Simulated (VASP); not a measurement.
# Hg (P6/mmm) in VASP: further runs

The runs below take Hg through electric field gradients, with PBEsol.

Everything below comes from runs of VASP 6.6.1. Logs are shortened: lines on timing, memory, paths and dates and some standing lists are left out, and cuts for length are marked.

## Step 1: The cell of the first run

The structure is hexagonal, space group P6/mmm (No. 191). The conventional cell has a = 4.479 Å, b = 4.479 Å, c = 3.818 Å, α = 90.00°, β = 90.00°, γ = 120.00°. Hg (site symmetry -6m2) has 9 Hg at 2.59 to 3.21 Å within 3.4 Å. Hg (site symmetry 6/mmm) has 14 Hg at 3.21 to 3.82 Å within 4.2 Å.

## Step 2: Electric field gradients, PBEsol (22.11 Å³/atom)

Contents of INCAR:

```
PREC = Accurate
ENCUT = 520
EDIFF = 1E-8
ISMEAR = -1
SIGMA = 0.05
LREAL = False
LASPH = True
NELM = 80
ALGO = Normal
ISIF = 2
LWAVE = False
LCHARG = False
GGA = PS
LEFG = True
NBANDS = 25
```

Contents of KPOINTS:

```
Automatic mesh
0
Gamma
  8 8 9
```

Contents of POSCAR:

```
Hg
1.0
    4.4786431205      0.0000000000      0.0000000000
   -2.2393215602      3.8786187168      0.0000000000
    0.0000000000      0.0000000000      3.8176962911
Hg
3
Direct
    0.3333333333      0.6666666667      0.5000000000
    0.0000000000      0.0000000000      0.0000000000
    0.6666666667      0.3333333333      0.5000000000
```

Potentials or basis: VASP PAW PBE potentials, release 64 (Hg).

Command:

```
> cat potpaw_PBE.64/Hg/POTCAR > POTCAR
> mpirun -np 1 vasp_std > vasp.out
```

OUTCAR:

```text
PREC = Accurate
   ENCUT = 520
   EDIFF = 1E-8
   ISMEAR = -1
   LREAL = False
   LASPH = True
   NELM = 80
   ISIF = 2
   GGA = PS

 ion  position               nearest neighbor table
   1  0.333  0.667  0.500-   3 2.59   3 2.59   3 2.59   2 3.21   2 3.21   2 3.21   2 3.21   2 3.21
                             2 3.21
   2  0.000  0.000  0.000-   1 3.21   3 3.21   1 3.21   3 3.21   1 3.21   1 3.21   3 3.21   3 3.21
                             3 3.21   3 3.21   1 3.21   1 3.21
   3  0.667  0.333  0.500-   1 2.59   1 2.59   1 2.59   2 3.21   2 3.21   2 3.21   2 3.21   2 3.21
                             2 3.21

  LATTYP: Found a hexagonal cell.
 ALAT       =     4.4786431205
 C/A-ratio  =     0.8524225281

  Lattice vectors:

 A1 = (   4.4786431205,   0.0000000000,   0.0000000000)
 A2 = (  -2.2393215602,   3.8786187168,   0.0000000000)
 A3 = (   0.0000000000,   0.0000000000,   3.8176962911)

Analysis of symmetry for initial positions (statically):
=====================================================================
 Subroutine PRICEL returns:
 Original cell was already a primitive cell.

 Routine SETGRP: Setting up the symmetry group for a
 hexagonal supercell.

 Subroutine GETGRP returns: Found 24 space group operations
 (whereof 24 operations were pure point group operations)
 out of a pool of 24 trial point group operations.

The static configuration has the point symmetry D_6h.

Analysis of symmetry for dynamics (positions and initial velocities):
=====================================================================
 Subroutine PRICEL returns:
 Original cell was already a primitive cell.

 Routine SETGRP: Setting up the symmetry group for a
 hexagonal supercell.

 Subroutine GETGRP returns: Found 24 space group operations
 (whereof 24 operations were pure point group operations)
 out of a pool of 24 trial point group operations.

The dynamic configuration has the point symmetry D_6h.

 Subroutine INISYM returns: Found 24 space group operations
 (whereof 24 operations are pure point group operations),
 and found     1 'primitive' translations

----------------------------------------------------------------------------------------

                                     Primitive cell

  volume of cell :      66.3170

  direct lattice vectors                    reciprocal lattice vectors
     4.478643121  0.000000000  0.000000000     0.223281912  0.128911872  0.000000000
    -2.239321560  3.878618717  0.000000000     0.000000000  0.257823744  0.000000000
     0.000000000  0.000000000  3.817696291     0.000000000  0.000000000  0.261938070

  length of vectors
     4.478643121  4.478643120  3.817696291     0.257823744  0.257823744  0.261938070

  position of ions in fractional coordinates (direct lattice)
     0.333333333  0.666666667  0.500000000
     0.000000000  0.000000000  0.000000000
     0.666666667  0.333333333  0.500000000

  ion indices of the primitive-cell ions
   primitive index   ion index
                 1           1
                 2           2
                 3           3

----------------------------------------------------------------------------------------

 KPOINTS: Automatic mesh

Automatic generation of k-mesh.
 Grid dimensions read from file:
 generate k-points for:    8    8    9

 Generating k-lattice:

  Cartesian coordinates                     Fractional coordinates (reciprocal lattice)
     0.027910239  0.016113984  0.000000000     0.125000000  0.000000000  0.000000000
     0.000000000  0.032227968  0.000000000     0.000000000  0.125000000  0.000000000
     0.000000000  0.000000000  0.029104230     0.000000000  0.000000000  0.111111111

  Length of vectors
     0.032227968  0.032227968  0.029104230

  Shift w.r.t. Gamma in fractional coordinates (k-lattice)
     0.000000000  0.000000000  0.000000000

 Subroutine IBZKPT returns following result:
 ===========================================

 Found     50 irreducible k-points:

 Following reciprocal coordinates:
            Coordinates               Weight
  0.000000  0.000000  0.000000      1.000000
  0.125000  0.000000  0.000000      6.000000
  0.250000  0.000000  0.000000      6.000000
  0.375000 -0.000000  0.000000      6.000000
  0.500000  0.000000  0.000000      3.000000
  0.125000  0.125000  0.000000      6.000000
[... 16 lines left out ...]
  0.250000  0.000000  0.222222     12.000000
  0.375000 -0.000000  0.222222     12.000000
 [... further k-points ...]
   k-points           NKPTS =     50   k-points in BZ     NKDIM =     50   number of bands    NBANDS=     25
   number of dos      NEDOS =    301   number of ions     NIONS =      3
   total plane-waves  NPLWV =  36288
   dimension x,y,z NGX =    36 NGY =   36 NGZ =   28
   dimension x,y,z NGXF=    72 NGYF=   72 NGZF=   56
   ions per type =               3
   NGX,Y,Z   is equivalent  to a cutoff of  13.36, 13.36, 12.19 a.u.
   NGXF,Y,Z  is equivalent  to a cutoff of  26.73, 26.73, 24.39 a.u.
 SYSTEM =  unknown system
   PREC   = accura    normal or accurate (medium, high low for compatibility)
   ISTART =      0    job   : 0-new  1-cont  2-samecut
   ICHARG =      2    charge: 1-file 2-atom 10-const
   ISPIN  =      1    spin polarized calculation?
   LNONCOLLINEAR =      F non collinear calculations
   LSORBIT =      F    spin-orbit coupling
   LASPH  =      T    aspherical Exc in radial PAW
   ENCUT  =  520.0 eV  38.22 Ry    6.18 a.u.   8.33  8.33  7.10*2*pi/ulx,y,z
   NELM   =     80;   NELMIN=  2; NELMDL= -5     # of ELM steps
   EDIFF  = 0.1E-07   stopping-criterion for ELM
   LREAL  =      F    real-space projection
   EDIFFG = 0.1E-06   stopping-criterion for IOM
   NSW    =      0    number of steps for IOM
   IBRION =     -1    ionic relax: 0-MD 1-quasi-New 2-CG
   NFREE  =      0    steps in history (QN), initial steepest desc. (CG)
   ISIF   =      2    stress and relaxation
   ISYM   =      2    0-nonsym 1-usesym 2-fastsym
   POTIM  = 0.5000    time-step for ionic-motion
   TEBEG  =    0.0;   TEEND  =   0.0 temperature during run
   PSTRESS=    0.0 pullay stress
   NELECT =      36.0000    total number of electrons
   NUPDOWN=      -1.0000    fix difference up-down
   EMIN   =  10.00;   EMAX   =-10.00  energy-range for DOS
   EFERMI =   0.00;   METHOD = LEGACY
   ISMEAR =    -1;   SIGMA  =   0.05  broadening in eV -4-tet -1-fermi 0-gaus
   EFERMI_NEDOS =   21; number of points for ismear=-14 and -15
   IALGO  =     38    algorithm
   IMIX   =      4    mixing-type and parameters
     AMIX     =   0.40;   BMIX     =  1.00
     AMIX_MAG =   1.60;   BMIX_MAG =  1.00
  volume/ion in A,a.u.               =      22.11       149.18
  Fermi-wavevector in a.u.,A,eV,Ry     =   1.335470  2.523672 24.265708  1.783479
  Thomas-Fermi vector in A             =   2.464171
   LORBIT       =      0    0 simple, 1 ext, 2 COOP (PROOUT), +10 PAW based schemes
   GGA     = PS    functional components
   LHFCALC =     F    Hartree Fock is set to
   AEXX    =    0.0000 exact exchange contribution
   IVDW    =     0    specifies the selected vdW correction
   LEPSILON=     F    determine dielectric tensor
   LRPA    =     F    only Hartree local field effects (RPA)
 non-spin polarized calculation
  energy-cutoff  :      520.00
  volume of cell :       66.32
 maximum number of plane-waves:      1820
 NGX is ok and might be reduce to    36
   NGX = 17   NGY = 17   NGZ = 15

 number of electron      35.9999990 magnetization

 Free energy of the ion-electron system (eV)
  ---------------------------------------------------
  ext. energy  EPLUGINS =         0.00000000
  ---------------------------------------------------
  free energy    TOTEN  =        -0.86757447 eV

  energy without entropy =       -0.85692066  energy(sigma->0) =       -0.86224757

 E-fermi :   3.3151     XC(G=0): -11.3337

 val. band max:        3.3096804611   @ k =   0.1250   0.0000   0.0000
 cond. band min:       3.5007862322   @ k =   0.5000   0.0000   0.2222
 fundamental gap:      0.1911057712
 Fermi energy:         3.3150824669

 k-point     1 :       0.0000    0.0000    0.0000
  band No.  band energies     occupation
      1      -7.0620      2.00000
      2      -5.1713      2.00000
      3      -4.8353      2.00000
      4      -4.8353      2.00000
      5      -4.6101      2.00000
      6      -4.6101      2.00000
[... 17 lines left out ...]
     24      11.4268      0.00000
     25      16.1115      0.00000
[... 621 lines left out ...]
      3      -5.5684      2.00000
      4      -5.0752      2.00000
      5      -4.9066      2.00000
      6      -4.1107      2.00000
[... 17 lines left out ...]
     24      12.3567      0.00000
     25      14.3485      0.00000

 [... further k-points ...]
[... 5 lines left out ...]
  --------------------------------------------------------------------------------------
  -------------------------------------------------------------------------------------
  Total        7.4986303      7.4986303      0.5412415      0.0000000      0.0000000      0.0000000
  in kB      181.1622064    181.1622064     13.0760542      0.0000000      0.0000000      0.0000000
  external PRESSURE =     125.1334890 kB  Pullay stress =       0.0000000 kB

 VOLUME and BASIS-vectors are now :
 -----------------------------------------------------------------------------
  energy-cutoff  :      520.00
  volume of cell :       66.32
      direct lattice vectors                 reciprocal lattice vectors
     4.478643121  0.000000000  0.000000000     0.223281912  0.128911872  0.000000000
    -2.239321560  3.878618717  0.000000000     0.000000000  0.257823744  0.000000000
     0.000000000  0.000000000  3.817696291     0.000000000  0.000000000  0.261938070

 POSITION                                       TOTAL-FORCE (eV/Angst)
 -----------------------------------------------------------------------------------
     -0.00000      2.58575      1.90885         0.000000      0.000000     -0.000000
      0.00000      0.00000      0.00000        -0.000000      0.000000      0.000000
      2.23932      1.29287      1.90885        -0.000000     -0.000000      0.000000
 -----------------------------------------------------------------------------------
    total drift:                                0.000000     -0.000000     -0.000000

  FREE ENERGIE OF THE ION-ELECTRON SYSTEM (eV)
  ---------------------------------------------------
  free  energy   TOTEN  =        -0.8675744718 eV

  energy  without entropy=       -0.8569206615  energy(sigma->0) =       -0.86224757

 Electric field gradients (V/A^2)
---------------------------------------------------------------------
 ion       V_xx      V_yy      V_zz      V_xy      V_xz      V_yz
---------------------------------------------------------------------
   1    -181.122  -181.122   362.244     0.001     0.000    -0.000
   2     -19.412   -19.411    38.823     0.001     0.000    -0.000
   3    -181.122  -181.122   362.244     0.001     0.000    -0.000
---------------------------------------------------------------------

 Electric field gradients after diagonalization (V/A^2)
 (convention: |V_zz| > |V_xx| > |V_yy|)
----------------------------------------------------------------------
 ion       V_xx      V_yy      V_zz     asymmetry (V_yy - V_xx)/ V_zz
----------------------------------------------------------------------
   1    -181.123  -181.121   362.244       0.000
   2     -19.412   -19.411    38.823       0.000
   3    -181.123  -181.121   362.244       0.000
----------------------------------------------------------------------

           NMR quadrupolar parameters

 Cq : quadrupolar parameter    Cq=e*Q*V_zz/h
 eta: asymmetry parameters     (V_yy - V_xx)/ V_zz
 Q  : nuclear electric quadrupole moment in mb (millibarn)
----------------------------------------------------------------------
 ion       Cq(MHz)       eta       Q (mb)
----------------------------------------------------------------------
   1       0.876       0.000       1.000
   2       0.094       0.000       1.000
   3       0.876       0.000       1.000
----------------------------------------------------------------------
```

Run time: 1.9 min. Hardware: 1 thread of Oxide Virtual Turin-like, shared host; peak memory 0.18 GiB.

What came out:

```
Free energy                             : -0.8676 eV
Pressure                                : 12.5 GPa
Band gap on the k mesh                  : zero (bands 18 and 19 overlap by 5.43 eV)
Largest electric field gradient by atom : Hg +362.2, +38.8 (each value once) V/Å²
```

Stress tensor (GPa, compression positive):
```
18.12  0.00  0.00
 0.00 18.12  0.00
 0.00  0.00  1.31
```

Electric field gradients, principal values (V/Å²):
```tsv
atom	least	middle	greatest (by size)
1 Hg	-181.121	-181.123	362.244
2 Hg	-19.411	-19.412	38.823
3 Hg	-181.121	-181.123	362.244
```

Caveat: the stress differs along the axes, from 1 to 18 GPa; without QUAD_EFG the Cq values of the log hold for a quadrupole moment of 1 mb, not for the nuclei; the PAW data sets were made with another functional, which shifts forces and pressure a little; spin-orbit coupling is left out, which moves the levels of the heavy elements.

(Continued in part 2 of 3.)

The gap in the log of VASP goes by the Fermi energy; the results here count the filled bands.